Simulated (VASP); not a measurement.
Here is a VASP 6.6.1 calculation.

File INCAR:

```
SYSTEM = Mn
PREC = Accurate ; ENCUT = 500
EDIFF = 1E-6 ; ISMEAR = -1
SIGMA = 0.1 ; LREAL = .FALSE.
LASPH = .TRUE. ; NELM = 120
ALGO = Normal ; ISIF = 2
LWAVE = .FALSE. ; LCHARG = .TRUE.
GGA = PE ; LELF = .TRUE.
LVHAR = .TRUE. ; NBANDS = 12
GGA_COMPAT = .FALSE.
```

The input KPOINTS:

```
regular mesh
0
G
  8 8 8
  0 0 0
```

File POSCAR:

```
Mn
1.0
   -1.3925877713      1.3925877713      1.3925877713
    1.3925877713     -1.3925877713      1.3925877713
    1.3925877713      1.3925877713     -1.3925877713
Mn
1
Direct
    0.0000000000      0.0000000000      0.0000000000
```

Potentials or basis: VASP PAW PBE potentials, release 64 (Mn_pv).

Command:

```sh
$ cat potpaw_PBE.64/Mn_pv/POTCAR > POTCAR
$ mpirun -np 1 vasp_std > vasp.out
```

Predict the pressure.

-0.4 GPa.

Caveat: the k points lie up to 0.40 Å⁻¹ apart; the run has no spin polarisation, though such a crystal can be magnetic. Spin polarisation is off, so any magnetic state and its effect on volume and gap are missing.
